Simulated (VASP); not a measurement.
# Ti (Fm-3m) in VASP: a series of runs

Ti is run at these levels: PBE, PBE+U; tasks: single point.

Everything below comes from runs of VASP 6.6.1. Logs are shortened: lines on timing, memory, paths and dates and some standing lists are left out, and cuts for length are marked.

## Step 1: The cell of the first run

It takes space group Fm-3m (No. 225, cubic). The conventional cell has a = 4.326 Å, b = 4.326 Å, c = 4.326 Å, α = 90.00°, β = 90.00°, γ = 90.00°. Ti (site symmetry m-3m) has 12 Ti at 3.06 Å within 4.0 Å.

## Step 2: Single point, PBE

File INCAR:

```
SYSTEM = Ti
PREC     = Accurate       ! precision mode
ENCUT    = 500            ! plane-wave cutoff, eV
EDIFF    = 1E-6           ! SCF threshold, eV
ISMEAR   = 0              ! smearing method
SIGMA    = 0.1            ! smearing width, eV
LREAL    = .False.        ! projectors in reciprocal space
LASPH    = .True.         ! aspherical terms in the spheres
NELM     = 120            ! most SCF steps
ALGO     = Normal         ! electronic algorithm
ISIF     = 2              ! what is computed and relaxed
LWAVE    = .False.        ! write WAVECAR
LCHARG   = .False.        ! write CHGCAR
GGA      = PE             ! functional
NELECT   = 11.9         
NBANDS   = 12             ! bands
GGA_COMPAT= .False.
```

File KPOINTS:

```
regular mesh
0
Gamma
  6 6 6
  0 0 0
```

File POSCAR:

```
Ti
1.0
    0.0000000000      2.1631725406      2.1631725406
    2.1631725406      0.0000000000      2.1631725406
    2.1631725406      2.1631725406      0.0000000000
Ti
1
Direct
    0.0000000000      0.0000000000      0.0000000000
```

Potentials or basis: VASP PAW PBE potentials, release 64 (Ti_sv).

Launch:

```console
$ cat potpaw_PBE.64/Ti_sv/POTCAR > POTCAR
$ mpirun -np 1 vasp_std > vasp.out
```

OUTCAR:

```text
SYSTEM = Ti
   PREC = Accurate
   ENCUT = 500
   EDIFF = 1E-6
   ISMEAR = 0
   LREAL = .False.
   LASPH = .True.
   NELM = 120
   ISIF = 2
   GGA = PE
   NELECT = 11.9

 ion  position               nearest neighbor table
   1  0.000  0.000  0.000-

  LATTYP: Found a face centered cubic cell.
 ALAT       =     4.3263450812

  Lattice vectors:

 A1 = (   0.0000000000,   2.1631725406,   2.1631725406)
 A2 = (   2.1631725406,   0.0000000000,   2.1631725406)
 A3 = (   2.1631725406,   2.1631725406,   0.0000000000)

Analysis of symmetry for initial positions (statically):
=====================================================================
 Subroutine PRICEL returns:
 Original cell was already a primitive cell.

 Routine SETGRP: Setting up the symmetry group for a
 face centered cubic supercell.

 Subroutine GETGRP returns: Found 48 space group operations
 (whereof 48 operations were pure point group operations)
 out of a pool of 48 trial point group operations.

The static configuration has the point symmetry O_h .

Analysis of symmetry for dynamics (positions and initial velocities):
=====================================================================
 Subroutine PRICEL returns:
 Original cell was already a primitive cell.

 Routine SETGRP: Setting up the symmetry group for a
 face centered cubic supercell.

 Subroutine GETGRP returns: Found 48 space group operations
 (whereof 48 operations were pure point group operations)
 out of a pool of 48 trial point group operations.

The dynamic configuration has the point symmetry O_h .

 Subroutine INISYM returns: Found 48 space group operations
 (whereof 48 operations are pure point group operations),
 and found     1 'primitive' translations

----------------------------------------------------------------------------------------

                                     Primitive cell

  volume of cell :      20.2443

  direct lattice vectors                    reciprocal lattice vectors
     0.000000000  2.163172541  2.163172541    -0.231141987  0.231141987  0.231141987
     2.163172541  0.000000000  2.163172541     0.231141987 -0.231141987  0.231141987
     2.163172541  2.163172541  0.000000000     0.231141987  0.231141987 -0.231141987

  length of vectors
     3.059187945  3.059187945  3.059187945     0.400349666  0.400349666  0.400349666

  position of ions in fractional coordinates (direct lattice)
[... 74 lines left out ...]
   ISIF   =      2    stress and relaxation
   ISYM   =      2    0-nonsym 1-usesym 2-fastsym
   POTIM  = 0.5000    time-step for ionic-motion
   TEBEG  =    0.0;   TEEND  =   0.0 temperature during run
   PSTRESS=    0.0 pullay stress
   NELECT =      11.9000    total number of electrons
   NUPDOWN=      -1.0000    fix difference up-down
   EMIN   =  10.00;   EMAX   =-10.00  energy-range for DOS
   EFERMI =   0.00;   METHOD = LEGACY
   ISMEAR =     0;   SIGMA  =   0.10  broadening in eV -4-tet -1-fermi 0-gaus
   EFERMI_NEDOS =   21; number of points for ismear=-14 and -15
   IALGO  =     38    algorithm
   IMIX   =      4    mixing-type and parameters
     AMIX     =   0.40;   BMIX     =  1.00
     AMIX_MAG =   1.60;   BMIX_MAG =  1.00
  volume/ion in A,a.u.               =      20.24       136.62
  Fermi-wavevector in a.u.,A,eV,Ry     =   1.371374  2.591522 25.588033  1.880667
  Thomas-Fermi vector in A             =   2.497077
   LORBIT       =      0    0 simple, 1 ext, 2 COOP (PROOUT), +10 PAW based schemes
   GGA     = PE    functional components
   LHFCALC =     F    Hartree Fock is set to
   AEXX    =    0.0000 exact exchange contribution
   IVDW    =     0    specifies the selected vdW correction
   LEPSILON=     F    determine dielectric tensor
   LRPA    =     F    only Hartree local field effects (RPA)
 non-spin polarized calculation
 Gauss-broadening in eV      SIGMA  =   0.10
  energy-cutoff  :      500.00
  volume of cell :       20.24
 maximum number of plane-waves:       531
 NGX is ok and might be reduce to    24
   NGX = 11   NGY = 11   NGZ = 11

 number of electron      11.9000000 magnetization

 Free energy of the ion-electron system (eV)
  ---------------------------------------------------
  ext. energy  EPLUGINS =         0.00000000
  ---------------------------------------------------
  free energy    TOTEN  =        -8.32419634 eV

  energy without entropy =       -8.31011576  energy(sigma->0) =       -8.31715605

 E-fermi :   6.6571     XC(G=0): -10.7296

 val. band max:        6.6477598190   @ k =  -0.1667   0.1667   0.0000
 cond. band min:       6.6684863628   @ k =   0.3333   0.0000   0.0000
 fundamental gap:      0.0207265438
 Fermi energy:         6.6570882571

 k-point     1 :       0.0000    0.0000    0.0000
  band No.  band energies     occupation
      1     -50.3841      2.00000
      2     -26.3777      2.00000
      3     -26.3777      2.00000
      4     -26.3777      2.00000
      5       1.0905      2.00000
      6       7.4260      0.00000
      7       7.4260      0.00000
      8       7.4260      0.00000
      9       8.7268      0.00000
     10       8.7268      0.00000
     11      21.1785      0.00000
     12      24.9220      0.00000
[... 211 lines left out ...]
 k-point    16 :      -0.3333    0.5000    0.1667
  band No.  band energies     occupation
      1     -50.3000      2.00000
      2     -26.6900      2.00000
      3     -26.5763      2.00000
      4     -26.5222      2.00000
      5       5.2384      2.00000
      6       5.8000      2.00000
      7       7.1532      0.00000
      8       8.7935      0.00000
      9       9.7802      0.00000
     10      12.2821      0.00000
     11      15.3205      0.00000
     12      15.5396      0.00000

------------------------ aborting loop because EDIFF is reached ----------------------------------------

  FORCE on cell =-STRESS in cart. coord.  units (eV):
  Direction    XX          YY          ZZ          XY          YZ          ZX
  --------------------------------------------------------------------------------------
  -------------------------------------------------------------------------------------
  Total       -2.4953681     -2.4953681     -2.4953681     -0.0000000      0.0000000     -0.0000000
  in kB     -197.4884593   -197.4884593   -197.4884593     -0.0000000      0.0000000     -0.0000000
  external PRESSURE =    -197.4884593 kB  Pullay stress =       0.0000000 kB

 VOLUME and BASIS-vectors are now :
 -----------------------------------------------------------------------------
  energy-cutoff  :      500.00
  volume of cell :       20.24
      direct lattice vectors                 reciprocal lattice vectors
     0.000000000  2.163172541  2.163172541    -0.231141987  0.231141987  0.231141987
     2.163172541  0.000000000  2.163172541     0.231141987 -0.231141987  0.231141987
     2.163172541  2.163172541  0.000000000     0.231141987  0.231141987 -0.231141987

 POSITION                                       TOTAL-FORCE (eV/Angst)
 -----------------------------------------------------------------------------------
      0.00000      0.00000      0.00000         0.000000      0.000000     -0.000000
 -----------------------------------------------------------------------------------
    total drift:                                0.000000      0.000000      0.000000

  FREE ENERGIE OF THE ION-ELECTRON SYSTEM (eV)
  ---------------------------------------------------
  free  energy   TOTEN  =        -8.3241963393 eV

  energy  without entropy=       -8.3101157561  energy(sigma->0) =       -8.31715605
```

It took 3.1 s on 1 thread of Intel Xeon Platinum 8375C at 2.90GHz (Ice Lake), shared host; peak memory 0.13 GiB.

What came out:

```yaml
Free_energy: -8.3242 eV
```

Levels at points of the mesh, in eV from the Fermi level:
```csv
k point,band 4,band 5,band 6,band 7,band 8,band 9
"(0.00, 0.00, 0.00)",-33.03,-5.57,0.77,0.77,0.77,2.07
"(0.50, 0.00, 0.00)",-33.09,-2.19,0.46,0.70,0.70,2.91
"(0.50, 0.50, 0.00)",-33.18,-2.02,-1.31,2.36,2.91,3.12
```

Caveat: the k points lie up to 0.42 Å⁻¹ apart; the cell carries a net charge on a neutralising background, which shifts energy and pressure; the cell is charged against a uniform background, so pressure and absolute levels hang on convention.

## Step 3: Single point, PBE

This run uses another cell than the first one, of 17.90 Å³/atom, 0.884 times its volume.

INCAR, as its differences from that of step 2:

```diff
@@ -4,4 +4,4 @@
 EDIFF    = 1E-6           ! SCF threshold, eV
-ISMEAR   = 0              ! smearing method
-SIGMA    = 0.1            ! smearing width, eV
+ISMEAR   = -1             ! smearing method
+SIGMA    = 0.025851999786435532 ! smearing width, eV
 LREAL    = .False.        ! projectors in reciprocal space
@@ -14,3 +14,2 @@
 GGA      = PE             ! functional
-NELECT   = 11.9         
 NBANDS   = 12             ! bands
```

KPOINTS is that of step 2.

File POSCAR:

```
Ti
1.0
    0.0000000000      2.0763025172      2.0763025172
    2.0763025172      0.0000000000      2.0763025172
    2.0763025172      2.0763025172      0.0000000000
Ti
1
Direct
    0.0000000000      0.0000000000      0.0000000000
```

Potentials or basis: VASP PAW PBE potentials, release 64 (Ti_sv).

Launch:

```console
$ cat potpaw_PBE.64/Ti_sv/POTCAR > POTCAR
$ mpirun -np 1 vasp_std > vasp.out
```

Run time: 3 s. Hardware: 1 thread of Intel Xeon Platinum 8375C at 2.90GHz (Ice Lake), shared host; peak memory 0.13 GiB.

Results (log left out):

```
Free energy            : -7.7711 eV
Pressure               : -2.8 GPa
Band gap on the k mesh : zero (band 6 reaches 8.74 eV, above the bottom of band 7 at 7.82 eV)
```

Levels at points of the mesh, in eV from the Fermi level:
| k point | band 3 | band 4 | band 5 | band 6 | band 7 | band 8 | band 9 | band 10 |
| --- | --- | --- | --- | --- | --- | --- | --- | --- |
| (0.00, 0.00, 0.00) | -32.65 | -32.65 | -6.00 | 0.86 | 0.86 | 0.86 | 2.43 | 2.43 |
| (0.50, 0.00, 0.00) | -32.73 | -32.73 | -2.50 | 0.59 | 0.76 | 0.76 | 3.44 | 3.44 |
| (0.50, 0.50, 0.00) | -32.87 | -32.87 | -2.45 | -1.61 | 2.73 | 3.44 | 3.70 | 3.70 |

Caveat: the k points lie up to 0.44 Å⁻¹ apart.

[end of part 1 of 2]
